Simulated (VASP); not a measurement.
# WS2 (R3m) in VASP: notebook

Aim: see how the results for WS2 move with the level of theory and the settings. Levels: PBE, LDA, PBEsol. Tasks: single point.

Everything below comes from runs of VASP 6.6.1. Logs are shortened: lines on timing, memory, paths and dates and some standing lists are left out, and cuts for length are marked.

### Step 1. The cell of the first run

Symmetry: R3m, No. 160, trigonal system. The conventional cell has a = 3.158 Å, b = 3.158 Å, c = 18.305 Å, α = 90.00°, β = 90.00°, γ = 120.00°. W (site symmetry 3m) has 6 S at 2.40 to 2.43 Å and 6 W at 3.16 Å within 3.2 Å. S (site symmetry 3m) has 3 W at 2.40 Å and 7 S at 3.16 to 3.18 Å within 3.2 Å. Within 3.2 Å of S (site symmetry 3m) lie 3 W at 2.43 Å and 7 S at 3.16 to 3.18 Å.

### Step 2. Single point, PBE (last atom moved by 0.08 Å along z, cell strained by -1.0% along z)

The input, INCAR:

```
SYSTEM = WS2
  ALGO = Normal
  EDIFF = 1E-8
  EFERMI = MIDGAP
  ENCUT = 690
  GGA = PE
  GGA_COMPAT = .FALSE.
  ISIF = 2
  ISMEAR = 0
  LASPH = .TRUE.
  LCHARG = .FALSE.
  LREAL = .FALSE.
  LWAVE = .FALSE.
  NBANDS = 35
  NELM = 120
  PREC = Accurate
  SIGMA = 0.03
```

The input, KPOINTS:

```
Automatic mesh
0
Gamma
  16 16 16
  0 0 0
```

The input, POSCAR:

```
WS2
1.0
    1.5790000000      0.9116360751      6.1017000000
   -1.5790000000      0.9116360751      6.1017000000
    0.0000000000     -1.8232721501      6.1017000000
W S
1 2
Direct
    0.0000000000      0.0000000000      0.0000000000
    0.5810000000      0.5810000000      0.5810000000
    0.7546266600      0.7546266600      0.7546266600
```

Potentials or basis: VASP PAW PBE potentials, release 64 (W_sv, S).

The run is started by

```bash
$ cat potpaw_PBE.64/W_sv/POTCAR potpaw_PBE.64/S/POTCAR > POTCAR
$ mpirun -np 1 vasp_std > vasp.out
```

OUTCAR:

```text
SYSTEM = WS2
   EDIFF = 1E-8
   EFERMI = MIDGAP
   ENCUT = 690
   GGA = PE
   ISIF = 2
   ISMEAR = 0
   LASPH = .TRUE.
   LREAL = .FALSE.
   NELM = 120
   PREC = Accurate

 ion  position               nearest neighbor table
   1  0.000  0.000  0.000-   2 2.40   2 2.40   2 2.40   3 2.43   3 2.43   3 2.43
   2  0.581  0.581  0.581-   1 2.40   1 2.40   1 2.40
   3  0.755  0.755  0.755-   1 2.43   1 2.43   1 2.43

  LATTYP: Found a trigonal (rhomboedric) cell.
 ALAT       =     6.3682858151
 COS(alpha) =     0.8770441597

  Lattice vectors:

 A1 = (   1.5790000000,   0.9116360751,   6.1017000000)
 A2 = (  -1.5790000000,   0.9116360751,   6.1017000000)
 A3 = (   0.0000000000,  -1.8232721501,   6.1017000000)

Analysis of symmetry for initial positions (statically):
=====================================================================
 Subroutine PRICEL returns:
 Original cell was already a primitive cell.

 Routine SETGRP: Setting up the symmetry group for a
 trigonal (rhombohedral) supercell.

 Subroutine GETGRP returns: Found  6 space group operations
 (whereof  6 operations were pure point group operations)
 out of a pool of 12 trial point group operations.

The static configuration has the point symmetry C_3v.

Analysis of symmetry for dynamics (positions and initial velocities):
=====================================================================
 Subroutine PRICEL returns:
 Original cell was already a primitive cell.

 Routine SETGRP: Setting up the symmetry group for a
 trigonal (rhombohedral) supercell.

 Subroutine GETGRP returns: Found  6 space group operations
 (whereof  6 operations were pure point group operations)
 out of a pool of 12 trial point group operations.

The dynamic configuration has the point symmetry C_3v.

 Subroutine INISYM returns: Found  6 space group operations
 (whereof  6 operations are pure point group operations),
 and found     1 'primitive' translations

----------------------------------------------------------------------------------------

                                     Primitive cell

  volume of cell :      52.6994

  direct lattice vectors                    reciprocal lattice vectors
     1.579000000  0.911636075  6.101700000     0.316656111  0.182821491  0.054629584
    -1.579000000  0.911636075  6.101700000    -0.316656111  0.182821491  0.054629584
     0.000000000 -1.823272150  6.101700000     0.000000000 -0.365642982  0.054629584

  length of vectors
     6.368285815  6.368285815  6.368285815     0.369701477  0.369701477  0.369701477

  position of ions in fractional coordinates (direct lattice)
     0.000000000  0.000000000  0.000000000
     0.581000000  0.581000000  0.581000000
     0.754626660  0.754626660  0.754626660

  ion indices of the primitive-cell ions
   primitive index   ion index
                 1           1
                 2           2
                 3           3

----------------------------------------------------------------------------------------

 KPOINTS: Automatic mesh

Automatic generation of k-mesh.
 Grid dimensions read from file:
 generate k-points for:   16   16   16

 Generating k-lattice:

  Cartesian coordinates                     Fractional coordinates (reciprocal lattice)
     0.019791007  0.011426343  0.003414349     0.062500000  0.000000000 -0.000000000
    -0.019791007  0.011426343  0.003414349     0.000000000  0.062500000 -0.000000000
     0.000000000 -0.022852686  0.003414349    -0.000000000 -0.000000000  0.062500000

  Length of vectors
     0.023106342  0.023106342  0.023106342

  Shift w.r.t. Gamma in fractional coordinates (k-lattice)
     0.000000000  0.000000000  0.000000000

 Subroutine IBZKPT returns following result:
 ===========================================

 Found    417 irreducible k-points:

 Following reciprocal coordinates:
            Coordinates               Weight
  0.000000  0.000000  0.000000      1.000000
  0.062500  0.000000  0.000000      6.000000
  0.125000  0.000000  0.000000      6.000000
  0.187500  0.000000  0.000000      6.000000
  0.250000  0.000000  0.000000      6.000000
  0.312500 -0.000000  0.000000      6.000000
[... 16 lines left out ...]
 -0.125000  0.062500 -0.000000     12.000000
 -0.062500  0.062500  0.000000      6.000000
 [... further k-points ...]
   k-points           NKPTS =    417   k-points in BZ     NKDIM =    417   number of bands    NBANDS=     35
   number of dos      NEDOS =    301   number of ions     NIONS =      3
   total plane-waves  NPLWV = 175616
   dimension x,y,z NGX =    56 NGY =   56 NGZ =   56
   dimension x,y,z NGXF=   112 NGYF=  112 NGZF=  112
   ions per type =               1   2
   NGX,Y,Z   is equivalent  to a cutoff of  14.62, 14.62, 14.62 a.u.
   NGXF,Y,Z  is equivalent  to a cutoff of  29.24, 29.24, 29.24 a.u.
 SYSTEM =  WS2
   PREC   = accura    normal or accurate (medium, high low for compatibility)
   ISTART =      0    job   : 0-new  1-cont  2-samecut
   ICHARG =      2    charge: 1-file 2-atom 10-const
   ISPIN  =      1    spin polarized calculation?
   LNONCOLLINEAR =      F non collinear calculations
   LSORBIT =      F    spin-orbit coupling
   LASPH  =      T    aspherical Exc in radial PAW
   ENCUT  =  690.0 eV  50.71 Ry    7.12 a.u.  13.64 13.64 13.64*2*pi/ulx,y,z
   NELM   =    120;   NELMIN=  2; NELMDL= -5     # of ELM steps
   EDIFF  = 0.1E-07   stopping-criterion for ELM
   LREAL  =      F    real-space projection
   EDIFFG = 0.1E-06   stopping-criterion for IOM
   NSW    =      0    number of steps for IOM
   IBRION =     -1    ionic relax: 0-MD 1-quasi-New 2-CG
   NFREE  =      0    steps in history (QN), initial steepest desc. (CG)
   ISIF   =      2    stress and relaxation
   ISYM   =      2    0-nonsym 1-usesym 2-fastsym
   POTIM  = 0.5000    time-step for ionic-motion
   TEBEG  =    0.0;   TEEND  =   0.0 temperature during run

   SCALEE = 1.0000    scale energy and forces
   PSTRESS=    0.0 pullay stress
   NELECT =      26.0000    total number of electrons
   NUPDOWN=      -1.0000    fix difference up-down
   EMIN   =  10.00;   EMAX   =-10.00  energy-range for DOS
   EFERMI =   0.00;   METHOD = MIDGAP
   ISMEAR =     0;   SIGMA  =   0.03  broadening in eV -4-tet -1-fermi 0-gaus
   EFERMI_NEDOS =   21; number of points for ismear=-14 and -15
   IALGO  =     38    algorithm
   IMIX   =      4    mixing-type and parameters
     AMIX     =   0.40;   BMIX     =  1.00
     AMIX_MAG =   1.60;   BMIX_MAG =  1.00
  volume/ion in A,a.u.               =      17.57       118.54
  Fermi-wavevector in a.u.,A,eV,Ry     =   1.293592  2.444535 22.767726  1.673381
  Thomas-Fermi vector in A             =   2.425228
   LORBIT       =      0    0 simple, 1 ext, 2 COOP (PROOUT), +10 PAW based schemes
   GGA     = PE    functional components
   LHFCALC =     F    Hartree Fock is set to
   AEXX    =    0.0000 exact exchange contribution
   IVDW    =     0    specifies the selected vdW correction
   LEPSILON=     F    determine dielectric tensor
   LRPA    =     F    only Hartree local field effects (RPA)

   CSHIFT  =0.1000    complex shift for real part using Kramers Kronig

   OMEGAMAX=  -1.0    maximum frequency
 non-spin polarized calculation
 Gauss-broadening in eV      SIGMA  =   0.03
  energy-cutoff  :      690.00
  volume of cell :       52.70
 maximum number of plane-waves:      2196
   NGX = 27   NGY = 27   NGZ = 27

 number of electron      25.9999999 magnetization

 Free energy of the ion-electron system (eV)
  ---------------------------------------------------
  ext. energy  EPLUGINS =         0.00000000
  ---------------------------------------------------
  free energy    TOTEN  =       -23.59143120 eV

  energy without entropy =      -23.59143120  energy(sigma->0) =      -23.59143120

 E-fermi :   8.0859     XC(G=0): -11.0459

 val. band max:        7.6075775522   @ k =   0.5000   0.5000   0.5000
 cond. band min:       8.5642794370   @ k =  -0.1875   0.1875   0.0000
 fundamental gap:      0.9567018848
 Fermi energy:         8.0859284946

 k-point     1 :       0.0000    0.0000    0.0000
  band No.  band energies     occupation
      1     -67.0311      2.00000
      2     -31.2810      2.00000
      3     -31.1002      2.00000
      4     -31.1002      2.00000
      5      -7.9768      2.00000
      6      -6.0037      2.00000
[... 17 lines left out ...]
     24      19.5596      0.00000
     25      20.4213      0.00000

 k-point     2 :       0.0625    0.0000    0.0000
  band No.  band energies     occupation
      1     -67.0304      2.00000
      2     -31.2786      2.00000
      3     -31.1141      2.00000
      4     -31.1034      2.00000
      5      -7.9097      2.00000
      6      -5.9838      2.00000
[... 17 lines left out ...]
     24      19.5155      0.00000
     25      20.5087      0.00000

 k-point     3 :       0.1250    0.0000    0.0000
  band No.  band energies     occupation
      1     -67.0283      2.00000
      2     -31.2715      2.00000
      3     -31.1535      2.00000
      4     -31.1126      2.00000
      5      -7.7136      2.00000
      6      -5.9255      2.00000
[... 17 lines left out ...]
     24      19.4728      0.00000
     25      20.2671      0.00000

 k-point     4 :       0.1875    0.0000    0.0000
  band No.  band energies     occupation
      1     -67.0253      2.00000
      2     -31.2609      2.00000
      3     -31.2121      2.00000
      4     -31.1263      2.00000
      5      -7.4044      2.00000
      6      -5.8336      2.00000
[... 17 lines left out ...]
     24      19.6085      0.00000
     25      19.8658      0.00000
[... 477 lines left out ...]
 k-point    22 :      -0.1875    0.0625    0.0000
  band No.  band energies     occupation
      1     -67.0232      2.00000
      2     -31.2537      2.00000
      3     -31.2499      2.00000
      4     -31.1389      2.00000
      5      -7.1797      2.00000
      6      -5.7516      2.00000
[... 17 lines left out ...]
     24      19.4962      0.00000
     25      20.6515      0.00000

 k-point    23 :      -0.1250    0.0625   -0.0000
  band No.  band energies     occupation
      1     -67.0265      2.00000
      2     -31.2649      2.00000
      3     -31.1883      2.00000
      4     -31.1225      2.00000
      5      -7.5306      2.00000
      6      -5.8592      2.00000
[... 17 lines left out ...]
     24      19.0744      0.00000
     25      20.5737      0.00000

 k-point    24 :      -0.0625    0.0625    0.0000
  band No.  band energies     occupation
      1     -67.0290      2.00000
      2     -31.2738      2.00000
      3     -31.1404      2.00000
      4     -31.1100      2.00000
      5      -7.7809      2.00000
      6      -5.9390      2.00000
[... 17 lines left out ...]
     24      19.3564      0.00000
     25      20.5555      0.00000

 [... further k-points ...]

 [bands above 25 left out]

------------------------ aborting loop because EDIFF is reached ----------------------------------------

  FORCE on cell =-STRESS in cart. coord.  units (eV):
  Direction    XX          YY          ZZ          XY          YZ          ZX
  --------------------------------------------------------------------------------------
  -------------------------------------------------------------------------------------
  Total        0.9716324      0.9716324      0.3278500      0.0000000      0.0000000      0.0000000
  in kB       29.5397527     29.5397527      9.9673572      0.0000000      0.0000000      0.0000000
  external PRESSURE =      23.0156209 kB  Pullay stress =       0.0000000 kB

 VOLUME and BASIS-vectors are now :
 -----------------------------------------------------------------------------
  energy-cutoff  :      690.00
  volume of cell :       52.70
      direct lattice vectors                 reciprocal lattice vectors
     1.579000000  0.911636075  6.101700000     0.316656111  0.182821491  0.054629584
    -1.579000000  0.911636075  6.101700000    -0.316656111  0.182821491  0.054629584
     0.000000000 -1.823272150  6.101700000     0.000000000 -0.365642982  0.054629584

 POSITION                                       TOTAL-FORCE (eV/Angst)
 -----------------------------------------------------------------------------------
      0.00000      0.00000      0.00000         0.000000      0.000000      0.676918
      0.00000      0.00000     10.63526         0.000000     -0.000000     -0.024242
      0.00000      0.00000     13.81352         0.000000     -0.000000     -0.652677
 -----------------------------------------------------------------------------------
    total drift:                                0.000000     -0.000000     -0.000175

  FREE ENERGIE OF THE ION-ELECTRON SYSTEM (eV)
  ---------------------------------------------------
  free  energy   TOTEN  =       -23.5914311959 eV

  energy  without entropy=      -23.5914311959  energy(sigma->0) =      -23.59143120
```

Wall time 35 min (1 thread of AMD EPYC 9R45 (Zen 5), shared host); peak memory 1.1 GiB.

Results:

```
Free energy            : -23.5914 eV
Pressure               : 2.3 GPa
Largest force          : 0.677 eV/Å
Band gap on the k mesh : 1.03 eV (least direct gap 2.09 eV)
```

Forces in eV/Å, atoms in the order of the input:
```
W    0.000  0.000  0.677
S    0.000  0.000 -0.024
S    0.000  0.000 -0.653
```

Caveat: the cell differs from its parent crystal (last atom moved by 0.08 Å along z, cell strained by -1.0% along z); spin-orbit coupling is left out, which moves the levels of the heavy elements.

(Part 1 of 2 ends here.)
